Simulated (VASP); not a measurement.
# Hg (P6/mmm) in VASP: further runs, part 2 of 2

VASP 6.6.1. Earlier steps stand in the parts before.

## (3) Single point, LDA

Contents of INCAR:

```
SYSTEM = Hg
PREC     = Accurate       ! precision mode
ENCUT    = 520            ! plane-wave cutoff, eV
EDIFF    = 1E-6           ! SCF threshold, eV
ISMEAR   = -1             ! smearing method
SIGMA    = 0.05           ! smearing width, eV
LREAL    = .False.        ! projectors in reciprocal space
LASPH    = .True.         ! aspherical terms in the spheres
NELM     = 60             ! most SCF steps
ALGO     = Normal         ! electronic algorithm
ISIF     = 2              ! what is computed and relaxed
LWAVE    = .False.        ! write WAVECAR
LCHARG   = .False.        ! write CHGCAR
NBANDS   = 25             ! bands
```

Contents of KPOINTS:

```
Automatic mesh
0
Gamma
  8 8 11
  0 0 0
```

Contents of POSCAR:

```
Hg
1.0
    4.7526849557      0.0000000000      0.0000000000
   -2.3763424779      4.1159459078      0.0000000000
    0.0000000000      0.0000000000      2.7492757453
Hg
3
Direct
    0.0000000000      0.0000000000      0.0000000000
    0.3333333333      0.6666666667      0.5000000000
    0.6666666667      0.3333333333      0.5000000000
```

Potentials or basis: VASP PAW LDA potentials, release 64 (Hg).

The run is started by

```sh
> cat potpaw_LDA.64/Hg/POTCAR > POTCAR
> mpirun -np 1 vasp_std > vasp.out
```

OUTCAR:

```text
SYSTEM = Hg
   PREC = Accurate
   ENCUT = 520
   EDIFF = 1E-6
   ISMEAR = -1
   LREAL = .False.
   LASPH = .True.
   NELM = 60
   ISIF = 2

 ion  position               nearest neighbor table
   1  0.000  0.000  0.000-   2 3.07   3 3.07   2 3.07   3 3.07   3 3.07   3 3.07   2 3.07   2 3.07
                             3 3.07   3 3.07   2 3.07   2 3.07
   2  0.333  0.667  0.500-   3 2.74   3 2.74   3 2.74   1 3.07   1 3.07   1 3.07   1 3.07   1 3.07
                             1 3.07
   3  0.667  0.333  0.500-   2 2.74   2 2.74   2 2.74   1 3.07   1 3.07   1 3.07   1 3.07   1 3.07
                             1 3.07

  LATTYP: Found a hexagonal cell.
 ALAT       =     4.7526849557
 C/A-ratio  =     0.5784679125

  Lattice vectors:

 A1 = (   4.7526849557,   0.0000000000,   0.0000000000)
 A2 = (  -2.3763424779,   4.1159459078,   0.0000000000)
 A3 = (   0.0000000000,   0.0000000000,   2.7492757453)

Analysis of symmetry for initial positions (statically):
=====================================================================
 Subroutine PRICEL returns:
 Original cell was already a primitive cell.

 Routine SETGRP: Setting up the symmetry group for a
 hexagonal supercell.

 Subroutine GETGRP returns: Found 24 space group operations
 (whereof 24 operations were pure point group operations)
 out of a pool of 24 trial point group operations.

The static configuration has the point symmetry D_6h.

Analysis of symmetry for dynamics (positions and initial velocities):
=====================================================================
 Subroutine PRICEL returns:
 Original cell was already a primitive cell.

 Routine SETGRP: Setting up the symmetry group for a
 hexagonal supercell.

 Subroutine GETGRP returns: Found 24 space group operations
 (whereof 24 operations were pure point group operations)
 out of a pool of 24 trial point group operations.

The dynamic configuration has the point symmetry D_6h.

 Subroutine INISYM returns: Found 24 space group operations
 (whereof 24 operations are pure point group operations),
 and found     1 'primitive' translations

----------------------------------------------------------------------------------------

                                     Primitive cell

  volume of cell :      53.7808

  direct lattice vectors                    reciprocal lattice vectors
     4.752684956  0.000000000  0.000000000     0.210407382  0.121478759  0.000000000
    -2.376342478  4.115945908  0.000000000     0.000000000  0.242957518  0.000000000
     0.000000000  0.000000000  2.749275745     0.000000000  0.000000000  0.363732158

  length of vectors
     4.752684956  4.752684956  2.749275745     0.242957518  0.242957518  0.363732158

  position of ions in fractional coordinates (direct lattice)
     0.000000000  0.000000000  0.000000000
     0.333333333  0.666666667  0.500000000
     0.666666667  0.333333333  0.500000000

  ion indices of the primitive-cell ions
   primitive index   ion index
                 1           1
                 2           2
                 3           3

----------------------------------------------------------------------------------------

 KPOINTS: Automatic mesh

Automatic generation of k-mesh.
 Grid dimensions read from file:
 generate k-points for:    8    8   11

 Generating k-lattice:

  Cartesian coordinates                     Fractional coordinates (reciprocal lattice)
     0.026300923  0.015184845  0.000000000     0.125000000  0.000000000  0.000000000
     0.000000000  0.030369690  0.000000000     0.000000000  0.125000000  0.000000000
     0.000000000  0.000000000  0.033066560     0.000000000  0.000000000  0.090909091

  Length of vectors
     0.030369690  0.030369690  0.033066560

  Shift w.r.t. Gamma in fractional coordinates (k-lattice)
     0.000000000  0.000000000  0.000000000

 Subroutine IBZKPT returns following result:
 ===========================================

 Found     60 irreducible k-points:

 Following reciprocal coordinates:
            Coordinates               Weight
  0.000000  0.000000  0.000000      1.000000
  0.125000  0.000000  0.000000      6.000000
  0.250000  0.000000  0.000000      6.000000
  0.375000  0.000000  0.000000      6.000000
  0.500000  0.000000  0.000000      3.000000
  0.125000  0.125000  0.000000      6.000000
[... 16 lines left out ...]
  0.250000  0.000000  0.181818     12.000000
  0.375000  0.000000  0.181818     12.000000
 [... further k-points ...]
   k-points           NKPTS =     60   k-points in BZ     NKDIM =     60   number of bands    NBANDS=     25
   number of dos      NEDOS =    301   number of ions     NIONS =      3
   total plane-waves  NPLWV =  25920
   dimension x,y,z NGX =    36 NGY =   36 NGZ =   20
   dimension x,y,z NGXF=    72 NGYF=   72 NGZF=   40
   ions per type =               3
   NGX,Y,Z   is equivalent  to a cutoff of  12.59, 12.59, 12.09 a.u.
   NGXF,Y,Z  is equivalent  to a cutoff of  25.19, 25.19, 24.19 a.u.
 SYSTEM =  Hg
   PREC   = accura    normal or accurate (medium, high low for compatibility)
   ISTART =      0    job   : 0-new  1-cont  2-samecut
   ICHARG =      2    charge: 1-file 2-atom 10-const
   ISPIN  =      1    spin polarized calculation?
   LNONCOLLINEAR =      F non collinear calculations
   LSORBIT =      F    spin-orbit coupling
   LASPH  =      T    aspherical Exc in radial PAW
   ENCUT  =  520.0 eV  38.22 Ry    6.18 a.u.   8.84  8.84  5.11*2*pi/ulx,y,z
   NELM   =     60;   NELMIN=  2; NELMDL= -5     # of ELM steps
   EDIFF  = 0.1E-05   stopping-criterion for ELM
   LREAL  =      F    real-space projection
   EDIFFG = 0.1E-04   stopping-criterion for IOM
   NSW    =      0    number of steps for IOM
   IBRION =     -1    ionic relax: 0-MD 1-quasi-New 2-CG
   NFREE  =      0    steps in history (QN), initial steepest desc. (CG)
   ISIF   =      2    stress and relaxation
   ISYM   =      2    0-nonsym 1-usesym 2-fastsym
   POTIM  = 0.5000    time-step for ionic-motion
   TEBEG  =    0.0;   TEEND  =   0.0 temperature during run
   PSTRESS=    0.0 pullay stress
   NELECT =      36.0000    total number of electrons
   NUPDOWN=      -1.0000    fix difference up-down
   EMIN   =  10.00;   EMAX   =-10.00  energy-range for DOS
   EFERMI =   0.00;   METHOD = LEGACY
   ISMEAR =    -1;   SIGMA  =   0.05  broadening in eV -4-tet -1-fermi 0-gaus
   EFERMI_NEDOS =   21; number of points for ismear=-14 and -15
   IALGO  =     38    algorithm
   IMIX   =      4    mixing-type and parameters
     AMIX     =   0.40;   BMIX     =  1.00
     AMIX_MAG =   1.60;   BMIX_MAG =  1.00
  volume/ion in A,a.u.               =      17.93       120.98
  Fermi-wavevector in a.u.,A,eV,Ry     =   1.432078  2.706235 27.903472  2.050847
  Thomas-Fermi vector in A             =   2.551745
   LORBIT       =      0    0 simple, 1 ext, 2 COOP (PROOUT), +10 PAW based schemes
   GGA     = CA    functional components
   LHFCALC =     F    Hartree Fock is set to
   AEXX    =    0.0000 exact exchange contribution
   IVDW    =     0    specifies the selected vdW correction
   LEPSILON=     F    determine dielectric tensor
   LRPA    =     F    only Hartree local field effects (RPA)
 non-spin polarized calculation
  energy-cutoff  :      520.00
  volume of cell :       53.78
 maximum number of plane-waves:      1474
 NGX is ok and might be reduce to    36
   NGX = 17   NGY = 17   NGZ = 11

 number of electron      35.9999999 magnetization

 Free energy of the ion-electron system (eV)
  ---------------------------------------------------
  ext. energy  EPLUGINS =         0.00000000
  ---------------------------------------------------
  free energy    TOTEN  =        -1.85074500 eV

  energy without entropy =       -1.84602977  energy(sigma->0) =       -1.84838738

 E-fermi :   5.5101     XC(G=0): -12.7030

 val. band max:        5.4688514423   @ k =   0.1250   0.0000   0.0000
 cond. band min:       5.5426051082   @ k =   0.5000   0.0000   0.4545
 fundamental gap:      0.0737536659
 Fermi energy:         5.5101183962

 k-point     1 :       0.0000    0.0000    0.0000
  band No.  band energies     occupation
      1      -6.5254      2.00000
      2      -4.7903      2.00000
      3      -3.8918      2.00000
      4      -3.5749      2.00000
      5      -3.0806      2.00000
      6      -3.0806      2.00000
[... 661 lines left out ...]
     24      15.9217      0.00000
     25      16.9289      0.00000

 [... further k-points ...]

------------------------ aborting loop because EDIFF is reached ----------------------------------------

  FORCE on cell =-STRESS in cart. coord.  units (eV):
  Direction    XX          YY          ZZ          XY          YZ          ZX
  --------------------------------------------------------------------------------------
  -------------------------------------------------------------------------------------
  Total        9.4363653      9.4363653      9.5723995     -0.0000000      0.0000000      0.0000000
  in kB      281.1177987    281.1177987    285.1703796     -0.0000000      0.0000000      0.0000000
  external PRESSURE =     282.4686590 kB  Pullay stress =       0.0000000 kB

 VOLUME and BASIS-vectors are now :
 -----------------------------------------------------------------------------
  energy-cutoff  :      520.00
  volume of cell :       53.78
      direct lattice vectors                 reciprocal lattice vectors
     4.752684956  0.000000000  0.000000000     0.210407382  0.121478759  0.000000000
    -2.376342478  4.115945908  0.000000000     0.000000000  0.242957518  0.000000000
     0.000000000  0.000000000  2.749275745     0.000000000  0.000000000  0.363732158

 POSITION                                       TOTAL-FORCE (eV/Angst)
 -----------------------------------------------------------------------------------
      0.00000      0.00000      0.00000        -0.000000      0.000000      0.000000
     -0.00000      2.74396      1.37464         0.000000      0.000000      0.000000
      2.37634      1.37198      1.37464         0.000000      0.000000      0.000000
 -----------------------------------------------------------------------------------
    total drift:                                0.000000      0.000000     -0.000000

  FREE ENERGIE OF THE ION-ELECTRON SYSTEM (eV)
  ---------------------------------------------------
  free  energy   TOTEN  =        -1.8507449993 eV

  energy  without entropy=       -1.8460297672  energy(sigma->0) =       -1.84838738
```

Wall time 63 s (1 thread of Intel Xeon Platinum 8259CL at 2.50GHz (Skylake/Cascade Lake), shared host); peak memory 0.19 GiB.

What came out:

| Quantity | Value |
| --- | --- |
| Free energy | -1.8507 eV |
| Pressure | 28.2 GPa |
| Band gap on the k mesh | zero (bands 18 and 19 overlap by 4.10 eV) |

Levels at points of the mesh, in eV from the Fermi level:
| k point | band 16 | band 17 | band 18 | band 19 | band 20 | band 21 |
| --- | --- | --- | --- | --- | --- | --- |
| (0.00, 0.00, 0.00) | -6.30 | -0.90 | -0.29 | 1.63 | 1.63 | 1.63 |
| (0.50, 0.00, 0.00) | -6.30 | -6.28 | -3.23 | -1.06 | 7.51 | 7.61 |

Caveat: the cell stands under pressure; spin-orbit coupling is left out, which moves the levels of the heavy elements.

The gap in the log of VASP goes by the Fermi energy; the results here count the filled bands.